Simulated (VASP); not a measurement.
WS2:

```
W S
1.0
     1.58939    0.91763    6.43354
    -1.58939    0.91763    6.43354
     0.00000   -1.83527    6.43354
W S
1 2
Direct
  0.00067 0.00067 0.00067
  0.25204 0.25204 0.25204
  0.41599 0.41599 0.41599
```

This cell differs from its parent crystal: volume scaled by 1.03.

```yaml
Program: VASP 6.6.1
Task: relaxation of shape and atoms at fixed volume
Functional: PBEsol
Potentials_or_basis: VASP PAW PBE potentials, release 64 (W_sv, S)
Cutoff: 600 eV
k_mesh: 12 × 12 × 12
Occupations: gaussian, width 0.02 eV
Spin: no spin polarisation
```

At the start: pressure -4.4 GPa; volume 18.77 Å³/atom.

Question: Where does the relaxation end?

Answer: Over 8 steps the energy falls by 7.0 meV/atom; space group R3m (No. 160, to 0.05 Å).

The path:
| step | energy change (eV) | largest force (eV/Å) | pressure (GPa) | volume (Å³) |
| --- | --- | --- | --- | --- |
| 1 | 0.0000 | 0.4971 | -4.42 | 56.30 |
| 2 | -0.0118 | 0.0080 | -2.03 | 56.30 |
| 3 | -0.0118 | 0.0220 | -2.10 | 56.30 |
| 4 | -0.0184 | 0.0053 | -1.20 | 56.30 |
| 5 | -0.0209 | 0.0164 | -0.22 | 56.30 |
| 6 | -0.0209 | 0.0155 | -0.26 | 56.30 |
| 7 | -0.0209 | 0.0175 | -0.38 | 56.30 |
| 8 | -0.0209 | 0.0022 | -0.32 | 56.30 |

Final structure:
```cif
data_structure
_symmetry_space_group_name_H-M 'P 1'
_symmetry_Int_Tables_number 1
_cell_length_a 6.7959
_cell_length_b 6.7959
_cell_length_c 6.7959
_cell_angle_alpha 26.809
_cell_angle_beta 26.809
_cell_angle_gamma 26.809
_cell_volume 56.30
loop_
_atom_site_label
_atom_site_type_symbol
_atom_site_fract_x
_atom_site_fract_y
_atom_site_fract_z
_atom_site_occupancy
W1 W 0.00067 0.00067 0.00067 1
S1 S 0.25424 0.25424 0.25424 1
S2 S 0.41378 0.41378 0.41378 1
```

Caveat: the cell differs from its parent crystal (volume scaled by 1.03); the PAW data sets were made with another functional, which shifts forces and pressure a little.
